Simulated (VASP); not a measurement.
# Cr (Pm-3m) in VASP: notebook, part 3 of 3

VASP 6.6.1.

## Step 4: Single point, LDA

This run uses another cell than the first one, of 11.89 Å³/atom, 0.893 times its volume.

The input, INCAR:

```
PREC = Accurate
ENCUT = 520
EDIFF = 1E-7
ISMEAR = -1
SIGMA = 0.1
LREAL = False
LASPH = True
NELM = 60
ALGO = Normal
ISIF = 2
LWAVE = False
LCHARG = False
GGA = CA
NBANDS = 12
```

The input, KPOINTS:

```
regular mesh
0
Gamma
  22 22 22
```

The input, POSCAR:

```
Cr
1.0
    2.2822183303      0.0000000000      0.0000000000
    0.0000000000      2.2822183303      0.0000000000
    0.0000000000      0.0000000000      2.2822183303
Cr
1
Direct
    0.0000000000      0.0000000000      0.0000000000
```

Potentials or basis: VASP PAW LDA potentials, release 64 (Cr_pv).

On the command line:

```bash
$ cat potpaw_LDA.64/Cr_pv/POTCAR > POTCAR
$ mpirun -np 1 vasp_std > vasp.out
```

OUTCAR:

```text
PREC = Accurate
   ENCUT = 520
   EDIFF = 1E-7
   ISMEAR = -1
   LREAL = False
   LASPH = True
   NELM = 60
   ISIF = 2
   GGA = CA

 ion  position               nearest neighbor table
   1  0.000  0.000  0.000-

  LATTYP: Found a simple cubic cell.
 ALAT       =     2.2822183303

  Lattice vectors:

 A1 = (   2.2822183303,   0.0000000000,   0.0000000000)
 A2 = (   0.0000000000,   2.2822183303,   0.0000000000)
 A3 = (   0.0000000000,   0.0000000000,   2.2822183303)

Analysis of symmetry for initial positions (statically):
=====================================================================
 Subroutine PRICEL returns:
 Original cell was already a primitive cell.

 Routine SETGRP: Setting up the symmetry group for a
 simple cubic supercell.

 Subroutine GETGRP returns: Found 48 space group operations
 (whereof 48 operations were pure point group operations)
 out of a pool of 48 trial point group operations.

The static configuration has the point symmetry O_h .

Analysis of symmetry for dynamics (positions and initial velocities):
=====================================================================
 Subroutine PRICEL returns:
 Original cell was already a primitive cell.

 Routine SETGRP: Setting up the symmetry group for a
 simple cubic supercell.

 Subroutine GETGRP returns: Found 48 space group operations
 (whereof 48 operations were pure point group operations)
 out of a pool of 48 trial point group operations.

The dynamic configuration has the point symmetry O_h .

 Subroutine INISYM returns: Found 48 space group operations
 (whereof 48 operations are pure point group operations),
 and found     1 'primitive' translations

----------------------------------------------------------------------------------------

                                     Primitive cell

  volume of cell :      11.8870

  direct lattice vectors                    reciprocal lattice vectors
     2.282218330  0.000000000  0.000000000     0.438170173  0.000000000  0.000000000
     0.000000000  2.282218330  0.000000000     0.000000000  0.438170173  0.000000000
     0.000000000  0.000000000  2.282218330     0.000000000  0.000000000  0.438170173

  length of vectors
     2.282218330  2.282218330  2.282218330     0.438170173  0.438170173  0.438170173

  position of ions in fractional coordinates (direct lattice)
     0.000000000  0.000000000  0.000000000

  ion indices of the primitive-cell ions
   primitive index   ion index
                 1           1

----------------------------------------------------------------------------------------

 KPOINTS: regular mesh

Automatic generation of k-mesh.
 Grid dimensions read from file:
 generate k-points for:   22   22   22

 Generating k-lattice:

  Cartesian coordinates                     Fractional coordinates (reciprocal lattice)
     0.019916826  0.000000000  0.000000000     0.045454545  0.000000000  0.000000000
     0.000000000  0.019916826  0.000000000     0.000000000  0.045454545  0.000000000
     0.000000000  0.000000000  0.019916826     0.000000000  0.000000000  0.045454545

  Length of vectors
     0.019916826  0.019916826  0.019916826

  Shift w.r.t. Gamma in fractional coordinates (k-lattice)
     0.000000000  0.000000000  0.000000000

 Subroutine IBZKPT returns following result:
 ===========================================

 Found    364 irreducible k-points:

 Following reciprocal coordinates:
            Coordinates               Weight
  0.000000  0.000000  0.000000      1.000000
  0.045455  0.000000  0.000000      6.000000
  0.090909  0.000000  0.000000      6.000000
  0.136364  0.000000  0.000000      6.000000
  0.181818  0.000000  0.000000      6.000000
  0.227273  0.000000  0.000000      6.000000
[... 16 lines left out ...]
  0.500000  0.045455  0.000000     12.000000
  0.090909  0.090909  0.000000     12.000000
 [... further k-points ...]
   k-points           NKPTS =    364   k-points in BZ     NKDIM =    364   number of bands    NBANDS=     12
   number of dos      NEDOS =    301   number of ions     NIONS =      1
   total plane-waves  NPLWV =   5832
   dimension x,y,z NGX =    18 NGY =   18 NGZ =   18
   dimension x,y,z NGXF=    36 NGYF=   36 NGZF=   36
   ions per type =               1
   NGX,Y,Z   is equivalent  to a cutoff of  13.11, 13.11, 13.11 a.u.
   NGXF,Y,Z  is equivalent  to a cutoff of  26.22, 26.22, 26.22 a.u.
 SYSTEM =  unknown system
   PREC   = accura    normal or accurate (medium, high low for compatibility)
   ISTART =      0    job   : 0-new  1-cont  2-samecut
   ICHARG =      2    charge: 1-file 2-atom 10-const
   ISPIN  =      1    spin polarized calculation?
   LNONCOLLINEAR =      F non collinear calculations
   LSORBIT =      F    spin-orbit coupling
   LASPH  =      T    aspherical Exc in radial PAW
   ENCUT  =  520.0 eV  38.22 Ry    6.18 a.u.   4.24  4.24  4.24*2*pi/ulx,y,z
   NELM   =     60;   NELMIN=  2; NELMDL= -5     # of ELM steps
   EDIFF  = 0.1E-06   stopping-criterion for ELM
   LREAL  =      F    real-space projection
   EDIFFG = 0.1E-05   stopping-criterion for IOM
   NSW    =      0    number of steps for IOM
   IBRION =     -1    ionic relax: 0-MD 1-quasi-New 2-CG
   NFREE  =      0    steps in history (QN), initial steepest desc. (CG)
   ISIF   =      2    stress and relaxation
   ISYM   =      2    0-nonsym 1-usesym 2-fastsym
   POTIM  = 0.5000    time-step for ionic-motion
   TEBEG  =    0.0;   TEEND  =   0.0 temperature during run
   PSTRESS=    0.0 pullay stress
   NELECT =      12.0000    total number of electrons
   NUPDOWN=      -1.0000    fix difference up-down
   EMIN   =  10.00;   EMAX   =-10.00  energy-range for DOS
   EFERMI =   0.00;   METHOD = LEGACY
   ISMEAR =    -1;   SIGMA  =   0.10  broadening in eV -4-tet -1-fermi 0-gaus
   EFERMI_NEDOS =   21; number of points for ismear=-14 and -15
   IALGO  =     38    algorithm
   IMIX   =      4    mixing-type and parameters
     AMIX     =   0.40;   BMIX     =  1.00
     AMIX_MAG =   1.60;   BMIX_MAG =  1.00
  volume/ion in A,a.u.               =      11.89        80.22
  Fermi-wavevector in a.u.,A,eV,Ry     =   1.642271  3.103441 36.695631  2.697053
  Thomas-Fermi vector in A             =   2.732601
   LORBIT       =      0    0 simple, 1 ext, 2 COOP (PROOUT), +10 PAW based schemes
   GGA     = CA    functional components
   LHFCALC =     F    Hartree Fock is set to
   AEXX    =    0.0000 exact exchange contribution
   IVDW    =     0    specifies the selected vdW correction
   LEPSILON=     F    determine dielectric tensor
   LRPA    =     F    only Hartree local field effects (RPA)
 non-spin polarized calculation
  energy-cutoff  :      520.00
  volume of cell :       11.89
 maximum number of plane-waves:       341
 NGX is ok and might be reduce to    18
   NGX =  9   NGY =  9   NGZ =  9

 number of electron      11.9999988 magnetization

 Free energy of the ion-electron system (eV)
  ---------------------------------------------------
  ext. energy  EPLUGINS =         0.00000000
  ---------------------------------------------------
  free energy    TOTEN  =        -9.61405764 eV

  energy without entropy =       -9.57220588  energy(sigma->0) =       -9.59313176

 E-fermi :  10.4587     XC(G=0): -13.6972

 val. band max:       10.4557454830   @ k =   0.3182   0.3182   0.1364
 cond. band min:      10.4624699776   @ k =   0.5000   0.1818   0.0909
 fundamental gap:      0.0067244947
 Fermi energy:        10.4586615554

 k-point     1 :       0.0000    0.0000    0.0000
  band No.  band energies     occupation
      1     -31.5704      2.00000
      2     -31.5704      2.00000
      3     -31.5704      2.00000
      4       2.9217      2.00000
      5       6.9786      2.00000
      6       6.9786      2.00000
      7      13.1463      0.00000
      8      13.1463      0.00000
      9      13.1463      0.00000
     10      16.2729      0.00000
     11      30.9584      0.00000
     12      30.9584      0.00000

 k-point     2 :       0.0455    0.0000    0.0000
  band No.  band energies     occupation
      1     -31.5984      2.00000
      2     -31.5680      2.00000
      3     -31.5680      2.00000
      4       2.9927      2.00000
      5       6.9944      2.00000
      6       7.0335      2.00000
      7      13.0941      0.00000
      8      13.0941      0.00000
      9      13.1503      0.00000
     10      16.2729      0.00000
     11      30.2969      0.00000
     12      31.0668      0.00000
[... 316 lines left out ...]
 k-point    24 :       0.0909    0.0909    0.0000
  band No.  band energies     occupation
      1     -31.6773      2.00000
      2     -31.6627      2.00000
      3     -31.5517      2.00000
      4       3.4760      2.00000
      5       7.1795      2.00000
      6       7.3379      2.00000
      7      12.7350      0.00000
      8      12.9242      0.00000
      9      13.0002      0.00000
     10      16.2729      0.00000
     11      29.0287      0.00000
     12      29.3238      0.00000

 [... further k-points ...]
[... 5 lines left out ...]
  --------------------------------------------------------------------------------------
  -------------------------------------------------------------------------------------
  Total        0.0507983      0.0507983      0.0507983      0.0000000      0.0000000      0.0000000
  in kB        6.8468075      6.8468075      6.8468075      0.0000000      0.0000000      0.0000000
  external PRESSURE =       6.8468075 kB  Pullay stress =       0.0000000 kB

 VOLUME and BASIS-vectors are now :
 -----------------------------------------------------------------------------
  energy-cutoff  :      520.00
  volume of cell :       11.89
      direct lattice vectors                 reciprocal lattice vectors
     2.282218330  0.000000000  0.000000000     0.438170173  0.000000000  0.000000000
     0.000000000  2.282218330  0.000000000     0.000000000  0.438170173  0.000000000
     0.000000000  0.000000000  2.282218330     0.000000000  0.000000000  0.438170173

 POSITION                                       TOTAL-FORCE (eV/Angst)
 -----------------------------------------------------------------------------------
      0.00000      0.00000      0.00000         0.000000      0.000000      0.000000
 -----------------------------------------------------------------------------------
    total drift:                                0.000000      0.000000      0.000000

  FREE ENERGIE OF THE ION-ELECTRON SYSTEM (eV)
  ---------------------------------------------------
  free  energy   TOTEN  =        -9.6140576450 eV

  energy  without entropy=       -9.5722058786  energy(sigma->0) =       -9.59313176
```

Run time: 49 s. Hardware: 1 thread of Intel Xeon 8259CL, shared host; peak memory 0.16 GiB.

Results:

- Free energy: -9.6141 eV
- Pressure: 0.7 GPa
- Band gap on the k mesh: zero (band 6 reaches 11.59 eV, above the bottom of band 7 at 9.68 eV)

Levels at points of the mesh, in eV from the Fermi level:
```csv
k point,band 3,band 4,band 5,band 6,band 7,band 8,band 9,band 10
"(0.00, 0.00, 0.00)",-42.03,-7.54,-3.48,-3.48,2.69,2.69,2.69,5.81
"(0.50, 0.00, 0.00)",-41.91,-3.19,-2.64,-0.56,0.49,0.49,2.89,5.81
"(0.50, 0.50, 0.00)",-41.80,-5.05,-1.77,0.97,0.97,4.20,5.81,6.70
"(0.50, 0.50, 0.50)",-42.96,-3.30,-3.30,-3.30,4.32,4.32,5.81,11.40
```

Caveat: the run has no spin polarisation, though such a crystal can be magnetic. Spin polarisation is off, so any magnetic state and its effect on volume and gap are missing.

## Step 5: Single point, LDA, non-collinear spin, zero start, spin-orbit coupling

This run uses another cell than the first one, of 11.89 Å³/atom, 0.893 times its volume.

The input, INCAR:

```
SYSTEM = Cr
ALGO     = Normal         ! electronic algorithm
EDIFF    = 1E-6           ! SCF threshold, eV
ENCUT    = 520            ! plane-wave cutoff, eV
GGA      = CA             ! functional
GGA_COMPAT= .False.      
ISIF     = 2              ! what is computed and relaxed
ISMEAR   = -1             ! smearing method
LASPH    = .True.         ! aspherical terms in the spheres
LCHARG   = .True.         ! write CHGCAR
LMAXMIX  = 4              ! l up to which the mixer works
LORBIT   = 11             ! projections on sites
LORBMOM  = .True.       
LREAL    = .False.        ! projectors in reciprocal space
LSORBIT  = .True.         ! spin-orbit coupling
LVHAR    = .True.       
LWAVE    = .False.        ! write WAVECAR
MAGMOM   = 0 0 0          ! initial moments
NBANDS   = 23             ! bands
NELM     = 150            ! most SCF steps
PREC     = Accurate       ! precision mode
SIGMA    = 0.1            ! smearing width, eV
```

The input, KPOINTS:

```
k-points
0
Gamma
  14 14 14
  0 0 0
```

POSCAR is that of step 4.

On the command line:

```bash
$ cat potpaw_LDA.64/Cr_pv/POTCAR > POTCAR
$ mpirun -np 1 vasp_ncl > vasp.out
```

Run time: 82 s. Hardware: 1 thread of Intel Xeon 8259CL, shared host; peak memory 0.17 GiB.

The run converged. Its results:

```yaml
Free_energy: -9.6258 eV
Pressure: 0.4 GPa
Net_moment: 0.00 μB per cell
Valence_electrons_inside_the_program's_atomic_spheres: Cr 11.24
```

Moments on the atoms (μB; x, y, z):
```
Cr  0.00 0.00 0.00
```

## Step 6: Summary

| task | spin | cell | k mesh | cutoff (eV) | gap on the mesh (eV) | pressure (GPa) |
| --- | --- | --- | --- | --- | --- | --- |
| single point | off | a = 2.370 Å, 1 atom | 15 × 15 × 15 | 520 | none | -19.6 |
| relaxation of cell and atoms | off | relaxed from a = 2.348 Å, 1 atom | 13 × 13 × 13 | 600 | none | 0.1 |
| single point | off | a = 2.282 Å, 1 atom | 22 × 22 × 22 | 520 | none | 0.7 |
| single point | non-collinear, zero start, SOC | a = 2.282 Å, 1 atom | 14 × 14 × 14 | 520 | - | 0.4 |

Alike in all rows: level LDA; potentials or basis VASP PAW LDA potentials, release 64 (Cr_pv); smearing fermi-dirac 0.1 eV.

Absolute energies hang on the potentials; compare differences alone.
